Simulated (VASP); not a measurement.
# MgO (P6_3/mmc) in VASP: further runs

MgO is run at these levels: LDA; tasks: single point.

All numbers are computed with VASP 6.6.1; they aren't measurements. Logs are shortened: lines on timing, memory, paths and dates and some standing lists are left out, and cuts for length are marked.

## 1. The cell of the first run

Symmetry: P6_3/mmc, No. 194, hexagonal system. The conventional cell has a = 3.194 Å, b = 3.194 Å, c = 4.977 Å, α = 90.00°, β = 90.00°, γ = 120.00°. Within 2.4 Å of Mg (site symmetry -6m2) lie 3 O at 1.84 Å. Within 2.4 Å of O (site symmetry -6m2) lie 3 Mg at 1.84 Å.

## 2. Single point, LDA

INCAR reads:

```
PREC = Accurate ; ENCUT = 520
EDIFF = 1E-6 ; ISMEAR = 0
SIGMA = 0.05 ; LREAL = False
LASPH = True ; NELM = 60
ALGO = Normal ; ISIF = 2
LWAVE = False ; LCHARG = False
GGA = CA ; NBANDS = 16
```

KPOINTS reads:

```
regular mesh
0
Gamma
  12 12 6
```

POSCAR reads:

```
MgO
1.0
    3.1944297208      0.0000000000      0.0000000000
   -1.5972148604      2.7664572888      0.0000000000
    0.0000000000      0.0000000000      4.9766254392
Mg O
2 2
Direct
    0.6666666667      0.3333333333      0.7500000000
    0.3333333333      0.6666666667      0.2500000000
    0.6666666667      0.3333333333      0.2500000000
    0.3333333333      0.6666666667      0.7500000000
```

Potentials or basis: VASP PAW LDA potentials, release 64 (Mg, O).

The run is started by

```console
cat potpaw_LDA.64/Mg/POTCAR potpaw_LDA.64/O/POTCAR > POTCAR
mpirun -np 1 vasp_std > vasp.out
```

OUTCAR:

```text
PREC = Accurate
   ENCUT = 520
   EDIFF = 1E-6
   ISMEAR = 0
   LREAL = False
   LASPH = True
   NELM = 60
   ISIF = 2
   GGA = CA

 ion  position               nearest neighbor table
   1  0.667  0.333  0.750-   4 1.84   4 1.84   4 1.84   3 2.49   3 2.49   2 3.10   2 3.10   2 3.10
                             2 3.10   2 3.10   2 3.10
   2  0.333  0.667  0.250-   3 1.84   3 1.84   3 1.84   4 2.49   4 2.49   1 3.10   1 3.10   1 3.10
                             1 3.10   1 3.10   1 3.10
   3  0.667  0.333  0.250-   2 1.84   2 1.84   2 1.84   1 2.49   1 2.49
   4  0.333  0.667  0.750-   1 1.84   1 1.84   1 1.84   2 2.49   2 2.49

  LATTYP: Found a hexagonal cell.
 ALAT       =     3.1944297208
 C/A-ratio  =     1.5579073181

  Lattice vectors:

 A1 = (   3.1944297208,   0.0000000000,   0.0000000000)
 A2 = (  -1.5972148604,   2.7664572888,   0.0000000000)
 A3 = (   0.0000000000,   0.0000000000,   4.9766254392)

Analysis of symmetry for initial positions (statically):
=====================================================================
 Subroutine PRICEL returns:
 Original cell was already a primitive cell.

 Routine SETGRP: Setting up the symmetry group for a
 hexagonal supercell.

 Subroutine GETGRP returns: Found 24 space group operations
 (whereof 12 operations were pure point group operations)
 out of a pool of 24 trial point group operations.

The static configuration has the point symmetry D_3d.
 The point group associated with its full space group is D_6h.

Analysis of symmetry for dynamics (positions and initial velocities):
=====================================================================
 Subroutine PRICEL returns:
 Original cell was already a primitive cell.

 Routine SETGRP: Setting up the symmetry group for a
 hexagonal supercell.

 Subroutine GETGRP returns: Found 24 space group operations
 (whereof 12 operations were pure point group operations)
 out of a pool of 24 trial point group operations.

The dynamic configuration has the point symmetry D_3d.
 The point group associated with its full space group is D_6h.

 Subroutine INISYM returns: Found 24 space group operations
 (whereof 12 operations are pure point group operations),
 and found     1 'primitive' translations

----------------------------------------------------------------------------------------

                                     Primitive cell

  volume of cell :      43.9797

  direct lattice vectors                    reciprocal lattice vectors
     3.194429721  0.000000000  0.000000000     0.313044921  0.180736569  0.000000000
    -1.597214860  2.766457289  0.000000000     0.000000000  0.361473139  0.000000000
     0.000000000  0.000000000  4.976625439     0.000000000  0.000000000  0.200939374

  length of vectors
     3.194429721  3.194429721  4.976625439     0.361473139  0.361473139  0.200939374

  position of ions in fractional coordinates (direct lattice)
     0.666666667  0.333333333  0.750000000
     0.333333333  0.666666667  0.250000000
     0.666666667  0.333333333  0.250000000
     0.333333333  0.666666667  0.750000000

  ion indices of the primitive-cell ions
   primitive index   ion index
                 1           1
                 2           2
                 3           3
                 4           4

----------------------------------------------------------------------------------------

 KPOINTS: regular mesh

Automatic generation of k-mesh.
 Grid dimensions read from file:
 generate k-points for:   12   12    6

 Generating k-lattice:

  Cartesian coordinates                     Fractional coordinates (reciprocal lattice)
     0.026087077  0.015061381  0.000000000     0.083333333  0.000000000  0.000000000
     0.000000000  0.030122762  0.000000000     0.000000000  0.083333333  0.000000000
     0.000000000  0.000000000  0.033489896     0.000000000  0.000000000  0.166666667

  Length of vectors
     0.030122762  0.030122762  0.033489896

  Shift w.r.t. Gamma in fractional coordinates (k-lattice)
     0.000000000  0.000000000  0.000000000

 Subroutine IBZKPT returns following result:
 ===========================================

 Found     76 irreducible k-points:

 Following reciprocal coordinates:
            Coordinates               Weight
  0.000000  0.000000  0.000000      1.000000
  0.083333  0.000000  0.000000      6.000000
  0.166667  0.000000  0.000000      6.000000
  0.250000 -0.000000  0.000000      6.000000
  0.333333  0.000000  0.000000      6.000000
  0.416667  0.000000  0.000000      6.000000
[... 16 lines left out ...]
  0.250000 -0.000000  0.166667     12.000000
  0.333333  0.000000  0.166667     12.000000
 [... further k-points ...]
   k-points           NKPTS =     76   k-points in BZ     NKDIM =     76   number of bands    NBANDS=     16
   number of dos      NEDOS =    301   number of ions     NIONS =      4
   total plane-waves  NPLWV =  23040
   dimension x,y,z NGX =    24 NGY =   24 NGZ =   40
   dimension x,y,z NGXF=    48 NGYF=   48 NGZF=   80
   ions per type =               2   2
   NGX,Y,Z   is equivalent  to a cutoff of  12.49, 12.49, 13.36 a.u.
   NGXF,Y,Z  is equivalent  to a cutoff of  24.98, 24.98, 26.72 a.u.
 SYSTEM =  unknown system
   PREC   = accura    normal or accurate (medium, high low for compatibility)
   ISTART =      0    job   : 0-new  1-cont  2-samecut
   ICHARG =      2    charge: 1-file 2-atom 10-const
   ISPIN  =      1    spin polarized calculation?
   LNONCOLLINEAR =      F non collinear calculations
   LSORBIT =      F    spin-orbit coupling
   LASPH  =      T    aspherical Exc in radial PAW
   ENCUT  =  520.0 eV  38.22 Ry    6.18 a.u.   5.94  5.94  9.25*2*pi/ulx,y,z
   NELM   =     60;   NELMIN=  2; NELMDL= -5     # of ELM steps
   EDIFF  = 0.1E-05   stopping-criterion for ELM
   LREAL  =      F    real-space projection
   EDIFFG = 0.1E-04   stopping-criterion for IOM
   NSW    =      0    number of steps for IOM
   IBRION =     -1    ionic relax: 0-MD 1-quasi-New 2-CG
   NFREE  =      0    steps in history (QN), initial steepest desc. (CG)
   ISIF   =      2    stress and relaxation
   ISYM   =      2    0-nonsym 1-usesym 2-fastsym
   POTIM  = 0.5000    time-step for ionic-motion
   TEBEG  =    0.0;   TEEND  =   0.0 temperature during run
   PSTRESS=    0.0 pullay stress
   NELECT =      16.0000    total number of electrons
   NUPDOWN=      -1.0000    fix difference up-down
   EMIN   =  10.00;   EMAX   =-10.00  energy-range for DOS
   EFERMI =   0.00;   METHOD = LEGACY
   ISMEAR =     0;   SIGMA  =   0.05  broadening in eV -4-tet -1-fermi 0-gaus
   EFERMI_NEDOS =   21; number of points for ismear=-14 and -15
   IALGO  =     38    algorithm
   IMIX   =      4    mixing-type and parameters
     AMIX     =   0.40;   BMIX     =  1.00
     AMIX_MAG =   1.60;   BMIX_MAG =  1.00
  volume/ion in A,a.u.               =      10.99        74.20
  Fermi-wavevector in a.u.,A,eV,Ry     =   1.168685  2.208494 18.583167  1.365824
  Thomas-Fermi vector in A             =   2.305168
   LORBIT       =      0    0 simple, 1 ext, 2 COOP (PROOUT), +10 PAW based schemes
   GGA     = CA    functional components
   LHFCALC =     F    Hartree Fock is set to
   AEXX    =    0.0000 exact exchange contribution
   IVDW    =     0    specifies the selected vdW correction
   LEPSILON=     F    determine dielectric tensor
   LRPA    =     F    only Hartree local field effects (RPA)
 non-spin polarized calculation
 Gauss-broadening in eV      SIGMA  =   0.05
  energy-cutoff  :      520.00
  volume of cell :       43.98
 maximum number of plane-waves:      1199
 NGX is ok and might be reduce to    24
   NGX = 11   NGY = 11   NGZ = 19

 number of electron      15.9999997 magnetization

 Free energy of the ion-electron system (eV)
  ---------------------------------------------------
  ext. energy  EPLUGINS =         0.00000000
  ---------------------------------------------------
  free energy    TOTEN  =       -25.60724818 eV

  energy without entropy =      -25.60724818  energy(sigma->0) =      -25.60724818

 E-fermi :   1.8971     XC(G=0): -10.5820

 val. band max:        1.6646007993   @ k =   0.0000   0.0000   0.0000
 cond. band min:       4.8737537713   @ k =   0.0000   0.0000   0.0000
 fundamental gap:      3.2091529720
 Fermi energy:         1.8971180549

 k-point     1 :       0.0000    0.0000    0.0000
  band No.  band energies     occupation
      1     -15.0137      2.00000
      2     -14.0957      2.00000
      3      -2.3607      2.00000
      4       0.2419      2.00000
      5       0.2419      2.00000
      6       0.5932      2.00000
[... 8 lines left out ...]
     15      18.2145      0.00000
     16      18.2145      0.00000

 k-point     2 :       0.0833    0.0000    0.0000
  band No.  band energies     occupation
      1     -14.9690      2.00000
      2     -14.0761      2.00000
      3      -2.2859      2.00000
      4       0.0713      2.00000
      5       0.2004      2.00000
      6       0.3666      2.00000
[... 8 lines left out ...]
     15      17.6665      0.00000
     16      17.8584      0.00000

 k-point     3 :       0.1667    0.0000    0.0000
  band No.  band energies     occupation
      1     -14.8421      2.00000
      2     -14.0245      2.00000
      3      -2.0669      2.00000
      4      -0.4429      2.00000
      5      -0.0598      2.00000
      6       0.1025      2.00000
[... 8 lines left out ...]
     15      16.6077      0.00000
     16      17.0887      0.00000

 k-point     4 :       0.2500   -0.0000    0.0000
  band No.  band energies     occupation
      1     -14.6563      2.00000
      2     -13.9605      2.00000
      3      -1.7215      2.00000
      4      -1.0987      2.00000
      5      -0.4872      2.00000
      6      -0.0112      2.00000
[... 8 lines left out ...]
     15      16.2352      0.00000
     16      17.0150      0.00000

 k-point     5 :       0.3333    0.0000    0.0000
  band No.  band energies     occupation
      1     -14.4478      2.00000
      2     -13.9112      2.00000
      3      -1.6743      2.00000
      4      -1.2862      2.00000
      5      -0.8576      2.00000
      6      -0.1118      2.00000
[... 8 lines left out ...]
     15      15.6020      0.00000
     16      17.4183      0.00000

 k-point     6 :       0.4167    0.0000    0.0000
  band No.  band energies     occupation
      1     -14.2671      2.00000
      2     -13.8984      2.00000
      3      -2.0593      2.00000
      4      -1.1067      2.00000
      5      -0.8386      2.00000
      6      -0.1798      2.00000
[... 8 lines left out ...]
     15      15.2162      0.00000
     16      17.7100      0.00000
[... 267 lines left out ...]
 k-point    21 :       0.0833    0.0000    0.1667
  band No.  band energies     occupation
      1     -14.9141      2.00000
      2     -14.1419      2.00000
      3      -2.1151      2.00000
      4       0.0984      2.00000
      5       0.2261      2.00000
      6       0.2888      2.00000
[... 8 lines left out ...]
     15      17.1911      0.00000
     16      17.7068      0.00000

 k-point    22 :       0.1667    0.0000    0.1667
  band No.  band energies     occupation
      1     -14.7911      2.00000
      2     -14.0835      2.00000
      3      -1.9448      2.00000
      4      -0.4388      2.00000
      5      -0.1032      2.00000
      6       0.1353      2.00000
[... 8 lines left out ...]
     15      16.5031      0.00000
     16      17.1637      0.00000

 k-point    23 :       0.2500   -0.0000    0.1667
  band No.  band energies     occupation
      1     -14.6117      2.00000
      2     -14.0092      2.00000
      3      -1.7375      2.00000
      4      -1.0376      2.00000
      5      -0.4707      2.00000
      6       0.0287      2.00000
[... 8 lines left out ...]
     15      16.2887      0.00000
     16      17.0323      0.00000

 k-point    24 :       0.3333    0.0000    0.1667
  band No.  band energies     occupation
      1     -14.4120      2.00000
      2     -13.9472      2.00000
      3      -1.8293      2.00000
      4      -1.2955      2.00000
      5      -0.6686      2.00000
      6      -0.0664      2.00000
[... 8 lines left out ...]
     15      15.7598      0.00000
     16      17.3470      0.00000

 [... further k-points ...]
[... 5 lines left out ...]
  --------------------------------------------------------------------------------------
  -------------------------------------------------------------------------------------
  Total        6.0286549      6.0286549     -4.0007568      0.0000000      0.0000000      0.0000000
  in kB      219.6234690    219.6234690   -145.7472834      0.0000000      0.0000000      0.0000000
  external PRESSURE =      97.8332182 kB  Pullay stress =       0.0000000 kB

 VOLUME and BASIS-vectors are now :
 -----------------------------------------------------------------------------
  energy-cutoff  :      520.00
  volume of cell :       43.98
      direct lattice vectors                 reciprocal lattice vectors
     3.194429721  0.000000000  0.000000000     0.313044921  0.180736569  0.000000000
    -1.597214860  2.766457289  0.000000000     0.000000000  0.361473139  0.000000000
     0.000000000  0.000000000  4.976625439     0.000000000  0.000000000  0.200939374

 POSITION                                       TOTAL-FORCE (eV/Angst)
 -----------------------------------------------------------------------------------
      1.59721      0.92215      3.73247         0.000000      0.000000      0.000000
     -0.00000      1.84430      1.24416        -0.000000     -0.000000      0.000000
      1.59721      0.92215      1.24416        -0.000000      0.000000      0.000000
     -0.00000      1.84430      3.73247         0.000000     -0.000000      0.000000
 -----------------------------------------------------------------------------------
    total drift:                               -0.000000      0.000000     -0.000000

  FREE ENERGIE OF THE ION-ELECTRON SYSTEM (eV)
  ---------------------------------------------------
  free  energy   TOTEN  =       -25.6072481847 eV

  energy  without entropy=      -25.6072481847  energy(sigma->0) =      -25.60724818
```

Run time: 31 s. Hardware: 1 thread of Intel Xeon Platinum 8259CL at 2.50GHz (Skylake/Cascade Lake), shared host; peak memory 0.17 GiB.

Results:

| Item | Value |
| --- | --- |
| Free energy | -25.6072 eV |
| Pressure | 9.8 GPa |
| Band gap on the k mesh | 3.21 eV, direct |

 A k mesh can miss the band edges.

(Continued in part 2 of 2.)
